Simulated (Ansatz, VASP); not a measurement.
Two plane-wave programs on TeAu2S3

```
Te S Au
1.0
    -2.65260    2.65260    5.03733
     2.65260   -2.65260    5.03733
     2.65260    2.65260   -5.03733
Te S Au
1 3 2
Direct
  0.00000 0.00000 0.00000
  0.50000 0.50000 0.00000
  0.50000 0.00000 0.50000
  0.00000 0.50000 0.50000
  0.73639 0.73639 0.00000
  0.26361 0.26361 0.00000
```

Alike in both runs: functional PBE; k mesh 3 × 3 × 3; occupations gaussian, width 0.15 eV; no spin polarisation.

Ansatz relaxed the structure, and its values are those at the end. VASP's run is a single point on that final structure, the one shown.

```csv
,VASP,Ansatz
version,VASP 6.6.1,Ansatz 0.2.0
potentials or method,"VASP PAW PBE potentials, release 64 (Te, S, Au), cutoff 500 eV","scalar-relativistic, plane waves, PAW"
valence electrons in the cell,46,72
```

```csv
,VASP,Ansatz,Ansatz less VASP
gap on the k mesh at the Fermi level (eV),none,none,-
pressure (GPa),-0.2,-0.1,+0.13
rms of the force components (eV/Å),0.001,0.004,+0.0027
```

A gap of «none» marks a metal or a gap that the smearing closes. VASP's potentials hold 46 valence electrons a cell and Ansatz's 72, so a difference there can come from the potentials and not from the codes.

The k mesh is coarse, so the values compare programs but aren't converged. Spin-orbit coupling is off throughout.
